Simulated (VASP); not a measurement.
# In (I4/mmm) in VASP: further runs

Runs on In. Level: r2SCAN. Tasks: electric field gradients.

Program: VASP 6.6.1. These are calculated values, not measurements. Logs are shortened: lines on timing, memory, paths and dates and some standing lists are left out, and cuts for length are marked.

## Step 1: The cell of the first run

Symmetry: I4/mmm, No. 139, tetragonal system. Conventional cell: a = 3.227 Å, b = 3.227 Å, c = 4.935 Å, α = 90.00°, β = 90.00°, γ = 90.00°. Within 4.2 Å of In (site symmetry 4/mmm) lie 12 In at 3.23 to 3.36 Å.

## Step 2: Electric field gradients, r2SCAN (25.69 Å³/atom)

Input file POSCAR:

```
In
1.0
   -1.6132721720      1.6132721720      2.4677168268
    1.6132721720     -1.6132721720      2.4677168268
    1.6132721720      1.6132721720     -2.4677168268
In
1
Direct
    0.0000000000      0.0000000000      0.0000000000
```

Input file INCAR.step1:

```
SYSTEM = In
ALGO     = Normal         ! electronic algorithm
EDIFF    = 1E-4           ! SCF threshold, eV
ENCUT    = 520            ! plane-wave cutoff, eV
GGA      = PE             ! functional
ISMEAR   = -1             ! smearing method
LASPH    = .TRUE.         ! aspherical terms in the spheres
LCHARG   = .FALSE.        ! write CHGCAR
LREAL    = .FALSE.        ! projectors in reciprocal space
LWAVE    = .TRUE.         ! write WAVECAR
NBANDS   = 12             ! bands
NELM     = 80             ! most SCF steps
PREC     = Accurate       ! precision mode
SIGMA    = 0.03           ! smearing width, eV
```

Input file INCAR.step2:

```
SYSTEM = In
ALGO     = Normal         ! electronic algorithm
EDIFF    = 1E-8           ! SCF threshold, eV
ENCUT    = 520            ! plane-wave cutoff, eV
ISIF     = 2              ! what is computed and relaxed
ISMEAR   = -1             ! smearing method
ISTART   = 1            
LASPH    = .TRUE.         ! aspherical terms in the spheres
LCHARG   = .FALSE.        ! write CHGCAR
LEFG     = .TRUE.       
LMIXTAU  = .TRUE.       
LREAL    = .FALSE.        ! projectors in reciprocal space
LWAVE    = .FALSE.        ! write WAVECAR
METAGGA  = R2SCAN         ! meta-GGA
NBANDS   = 12             ! bands
NELM     = 80             ! most SCF steps
PREC     = Accurate       ! precision mode
SIGMA    = 0.03           ! smearing width, eV
```

Input file KPOINTS:

```
k-points
0
G
  14 14 14
  0 0 0
```

Potentials or basis: VASP PAW PBE potentials, release 64 (In_d).

Started as:

```
$ cat potpaw_PBE.64/In_d/POTCAR > POTCAR
$ cp INCAR.step1 INCAR
$ mpirun -np 1 vasp_std > vasp.out
$ cp INCAR.step2 INCAR
$ mpirun -np 1 vasp_std > vasp.out
```

OUTCAR:

```text
SYSTEM = In
   EDIFF = 1E-8
   ENCUT = 520
   ISIF = 2
   ISMEAR = -1
   ISTART = 1
   LASPH = .TRUE.
   LREAL = .FALSE.
   METAGGA = R2SCAN
   NELM = 80
   PREC = Accurate

 ion  position               nearest neighbor table
   1  0.000  0.000  0.000-

  LATTYP: Found a body centered tetragonal cell.
 ALAT       =     3.2265443440
 C/A-ratio  =     1.5296345339

  Lattice vectors:

 A1 = (  -1.6132721720,   1.6132721720,   2.4677168268)
 A2 = (   1.6132721720,  -1.6132721720,   2.4677168268)
 A3 = (   1.6132721720,   1.6132721720,  -2.4677168268)

Analysis of symmetry for initial positions (statically):
=====================================================================
 Subroutine PRICEL returns:
 Original cell was already a primitive cell.

 Routine SETGRP: Setting up the symmetry group for a
 body centered tetragonal supercell.

 Subroutine GETGRP returns: Found 16 space group operations
 (whereof 16 operations were pure point group operations)
 out of a pool of 16 trial point group operations.

The static configuration has the point symmetry D_4h.

Analysis of symmetry for dynamics (positions and initial velocities):
=====================================================================
 Subroutine PRICEL returns:
 Original cell was already a primitive cell.

 Routine SETGRP: Setting up the symmetry group for a
 body centered tetragonal supercell.

 Subroutine GETGRP returns: Found 16 space group operations
 (whereof 16 operations were pure point group operations)
 out of a pool of 16 trial point group operations.

The dynamic configuration has the point symmetry D_4h.

 Subroutine INISYM returns: Found 16 space group operations
 (whereof 16 operations are pure point group operations),
 and found     1 'primitive' translations

----------------------------------------------------------------------------------------

                                     Primitive cell

  volume of cell :      25.6904

  direct lattice vectors                    reciprocal lattice vectors
    -1.613272172  1.613272172  2.467716827     0.000000000  0.309929105  0.202616441
     1.613272172 -1.613272172  2.467716827     0.309929105  0.000000000  0.202616441
     1.613272172  1.613272172 -2.467716827     0.309929105  0.309929105  0.000000000

  length of vectors
     3.360791654  3.360791654  3.360791654     0.370282962  0.370282962  0.438305943

  position of ions in fractional coordinates (direct lattice)
     0.000000000  0.000000000  0.000000000

  ion indices of the primitive-cell ions
   primitive index   ion index
                 1           1

----------------------------------------------------------------------------------------

 KPOINTS: k-points

Automatic generation of k-mesh.
 Grid dimensions read from file:
 generate k-points for:   14   14   14

 Generating k-lattice:

  Cartesian coordinates                     Fractional coordinates (reciprocal lattice)
     0.000000000  0.022137793  0.014472603     0.071428571  0.000000000 -0.000000000
     0.022137793  0.000000000  0.014472603     0.000000000  0.071428571 -0.000000000
     0.022137793  0.022137793  0.000000000     0.000000000  0.000000000  0.071428571

  Length of vectors
     0.026448783  0.026448783  0.031307567

  Shift w.r.t. Gamma in fractional coordinates (k-lattice)
     0.000000000  0.000000000  0.000000000

 Subroutine IBZKPT returns following result:
 ===========================================

 Found    244 irreducible k-points:

 Following reciprocal coordinates:
            Coordinates               Weight
  0.000000  0.000000  0.000000      1.000000
  0.071429  0.000000 -0.000000      8.000000
  0.142857  0.000000 -0.000000      8.000000
  0.214286  0.000000 -0.000000      8.000000
  0.285714  0.000000  0.000000      8.000000
  0.357143  0.000000  0.000000      8.000000
[... 16 lines left out ...]
  0.214286  0.142857 -0.000000     16.000000
  0.285714  0.142857 -0.000000     16.000000
 [... further k-points ...]
   k-points           NKPTS =    244   k-points in BZ     NKDIM =    244   number of bands    NBANDS=     12
   number of dos      NEDOS =    301   number of ions     NIONS =      1
   total plane-waves  NPLWV =  21952
   dimension x,y,z NGX =    28 NGY =   28 NGZ =   28
   dimension x,y,z NGXF=    56 NGYF=   56 NGZF=   56
   ions per type =               1
   NGX,Y,Z   is equivalent  to a cutoff of  13.85, 13.85, 13.85 a.u.
   NGXF,Y,Z  is equivalent  to a cutoff of  27.70, 27.70, 27.70 a.u.
 SYSTEM =  In
   PREC   = accura    normal or accurate (medium, high low for compatibility)
   ISTART =      1    job   : 0-new  1-cont  2-samecut
   ICHARG =      0    charge: 1-file 2-atom 10-const
   ISPIN  =      1    spin polarized calculation?
   LNONCOLLINEAR =      F non collinear calculations
   LSORBIT =      F    spin-orbit coupling
   LASPH  =      T    aspherical Exc in radial PAW
   ENCUT  =  520.0 eV  38.22 Ry    6.18 a.u.   6.25  6.25  6.25*2*pi/ulx,y,z
   NELM   =     80;   NELMIN=  2; NELMDL=  0     # of ELM steps
   EDIFF  = 0.1E-07   stopping-criterion for ELM
   LREAL  =      F    real-space projection
   EDIFFG = 0.1E-06   stopping-criterion for IOM
   NSW    =      0    number of steps for IOM
   IBRION =     -1    ionic relax: 0-MD 1-quasi-New 2-CG
   NFREE  =      0    steps in history (QN), initial steepest desc. (CG)
   ISIF   =      2    stress and relaxation
   ISYM   =      2    0-nonsym 1-usesym 2-fastsym
   POTIM  = 0.5000    time-step for ionic-motion
   TEBEG  =    0.0;   TEEND  =   0.0 temperature during run
   PSTRESS=    0.0 pullay stress
   NELECT =      13.0000    total number of electrons
   NUPDOWN=      -1.0000    fix difference up-down
   EMIN   =  10.00;   EMAX   =-10.00  energy-range for DOS
   EFERMI =   0.00;   METHOD = LEGACY
   ISMEAR =    -1;   SIGMA  =   0.03  broadening in eV -4-tet -1-fermi 0-gaus
   EFERMI_NEDOS =   21; number of points for ismear=-14 and -15
   IALGO  =     38    algorithm
   IMIX   =      4    mixing-type and parameters
     AMIX     =   0.40;   BMIX     =  1.00
     AMIX_MAG =   1.60;   BMIX_MAG =  1.00
  volume/ion in A,a.u.               =      25.69       173.37
  Fermi-wavevector in a.u.,A,eV,Ry     =   1.304565  2.465271 23.155620  1.701890
  Thomas-Fermi vector in A             =   2.435492
   LORBIT       =      0    0 simple, 1 ext, 2 COOP (PROOUT), +10 PAW based schemes
   METAGGA = R2SCAN    functional components
   LHFCALC =     F    Hartree Fock is set to
   AEXX    =    0.0000 exact exchange contribution
   IVDW    =     0    specifies the selected vdW correction
   LEPSILON=     F    determine dielectric tensor
   LRPA    =     F    only Hartree local field effects (RPA)
 non-spin polarized calculation
  energy-cutoff  :      520.00
  volume of cell :       25.69
 maximum number of plane-waves:       713
 NGX is ok and might be reduce to    28
   NGX = 13   NGY = 13   NGZ = 13

 number of electron      13.0000004 magnetization

 Free energy of the ion-electron system (eV)
  ---------------------------------------------------
  ext. energy  EPLUGINS =         0.00000000
  ---------------------------------------------------
  free energy    TOTEN  =       -22.57447545 eV

  energy without entropy =      -22.57343429  energy(sigma->0) =      -22.57395487

 E-fermi :   7.7488     XC(G=0): -11.1749

 val. band max:        7.7195047362   @ k =  -0.2857   0.2857   0.2857
 cond. band min:       7.7553425133   @ k =   0.2857   0.2143   0.0714
 fundamental gap:      0.0358377771
 Fermi energy:         7.7488063503

 k-point     1 :       0.0000    0.0000    0.0000
  band No.  band energies     occupation
      1      -7.6404      2.00000
      2      -7.5166      2.00000
      3      -7.5166      2.00000
      4      -7.4375      2.00000
      5      -7.3073      2.00000
      6      -2.4753      2.00000
      7      19.0239      0.00000
      8      19.0239      0.00000
      9      19.2689      0.00000
     10      19.9276      0.00000
     11      22.3431      0.00000
     12      22.5773      0.00000

 k-point     2 :       0.0714    0.0000   -0.0000
  band No.  band energies     occupation
      1      -7.6312      2.00000
      2      -7.5176      2.00000
      3      -7.5077      2.00000
      4      -7.4355      2.00000
      5      -7.3110      2.00000
      6      -2.3556      2.00000
      7      17.5450      0.00000
      8      18.8524      0.00000
      9      18.8679      0.00000
     10      19.7795      0.00000
     11      22.8165      0.00000
     12      22.9086      0.00000

 k-point     3 :       0.1429    0.0000   -0.0000
  band No.  band energies     occupation
      1      -7.6124      2.00000
      2      -7.5243      2.00000
      3      -7.4858      2.00000
      4      -7.4206      2.00000
      5      -7.3186      2.00000
      6      -1.9936      2.00000
      7      14.9485      0.00000
      8      18.1304      0.00000
      9      18.5294      0.00000
     10      19.7566      0.00000
     11      22.1636      0.00000
     12      23.7658      0.00000
[... 286 lines left out ...]
 k-point    23 :       0.2143    0.1429   -0.0000
  band No.  band energies     occupation
      1      -7.5817      2.00000
      2      -7.5191      2.00000
      3      -7.4546      2.00000
      4      -7.3941      2.00000
      5      -7.2866      2.00000
      6      -0.4488      2.00000
      7      11.2413      0.00000
      8      13.4509      0.00000
      9      17.2951      0.00000
     10      20.4346      0.00000
     11      21.2376      0.00000
     12      22.5116      0.00000

 k-point    24 :       0.2857    0.1429   -0.0000
  band No.  band energies     occupation
      1      -7.5759      2.00000
      2      -7.5433      2.00000
      3      -7.4651      2.00000
      4      -7.3284      2.00000
      5      -7.2719      2.00000
      6       0.5649      2.00000
      7       8.9029      0.00000
      8      13.3653      0.00000
      9      16.3468      0.00000
     10      19.4453      0.00000
     11      21.2199      0.00000
     12      22.9440      0.00000

 [... further k-points ...]

------------------------ aborting loop because EDIFF is reached ----------------------------------------

  FORCE on cell =-STRESS in cart. coord.  units (eV):
  Direction    XX          YY          ZZ          XY          YZ          ZX
  --------------------------------------------------------------------------------------
  -------------------------------------------------------------------------------------
  Total        0.1319377      0.1319377      0.2164176      0.0000000      0.0000000      0.0000000
  in kB        8.2282766      8.2282766     13.4968558      0.0000000      0.0000000      0.0000000
  external PRESSURE =       9.9844697 kB  Pullay stress =       0.0000000 kB

 VOLUME and BASIS-vectors are now :
 -----------------------------------------------------------------------------
  energy-cutoff  :      520.00
  volume of cell :       25.69
      direct lattice vectors                 reciprocal lattice vectors
    -1.613272172  1.613272172  2.467716827     0.000000000  0.309929105  0.202616441
     1.613272172 -1.613272172  2.467716827     0.309929105  0.000000000  0.202616441
     1.613272172  1.613272172 -2.467716827     0.309929105  0.309929105  0.000000000

 POSITION                                       TOTAL-FORCE (eV/Angst)
 -----------------------------------------------------------------------------------
      0.00000      0.00000      0.00000         0.000000     -0.000000      0.000000
 -----------------------------------------------------------------------------------
    total drift:                               -0.000000     -0.000000     -0.000000

  FREE ENERGIE OF THE ION-ELECTRON SYSTEM (eV)
  ---------------------------------------------------
  free  energy   TOTEN  =       -22.5744754546 eV

  energy  without entropy=      -22.5734342922  energy(sigma->0) =      -22.57395487

 Electric field gradients (V/A^2)
---------------------------------------------------------------------
 ion       V_xx      V_yy      V_zz      V_xy      V_xz      V_yz
---------------------------------------------------------------------
   1     -14.044   -14.044    28.087    -0.001     0.000     0.000
---------------------------------------------------------------------

 Electric field gradients after diagonalization (V/A^2)
 (convention: |V_zz| > |V_xx| > |V_yy|)
----------------------------------------------------------------------
 ion       V_xx      V_yy      V_zz     asymmetry (V_yy - V_xx)/ V_zz
----------------------------------------------------------------------
   1     -14.044   -14.043    28.087       0.000
----------------------------------------------------------------------

           NMR quadrupolar parameters

 Cq : quadrupolar parameter    Cq=e*Q*V_zz/h
 eta: asymmetry parameters     (V_yy - V_xx)/ V_zz
 Q  : nuclear electric quadrupole moment in mb (millibarn)
----------------------------------------------------------------------
 ion       Cq(MHz)       eta       Q (mb)
----------------------------------------------------------------------
   1       0.068       0.000       1.000
----------------------------------------------------------------------
```

Run time: 4.5 min. Hardware: 1 thread of Intel Xeon Platinum 8488C (Sapphire Rapids), shared host; peak memory 0.21 GiB.

What came out:

* Free energy: -22.5745 eV
* Pressure: 1.0 GPa
* Band gap on the k mesh: zero (an odd number of electrons rules out a gap without spin polarisation)
* Largest electric field gradient by atom: In +28.1 V/Å²

Stress tensor (GPa, compression positive):
```
0.82 0.00 0.00
0.00 0.82 0.00
0.00 0.00 1.35
```

Electric field gradients, principal values (V/Å²):
| atom | least | middle | greatest (by size) |
| --- | --- | --- | --- |
| 1 In | -14.043 | -14.044 | 28.087 |

Caveat: without QUAD_EFG the Cq values of the log hold for a quadrupole moment of 1 mb, not for the nuclei; the PAW data sets were made with another functional, which shifts forces and pressure a little; spin-orbit coupling is left out, which moves the levels of the heavy elements.

(Continued in part 2 of 2.)

The gap in the log of VASP goes by the Fermi energy; the results here count the filled bands.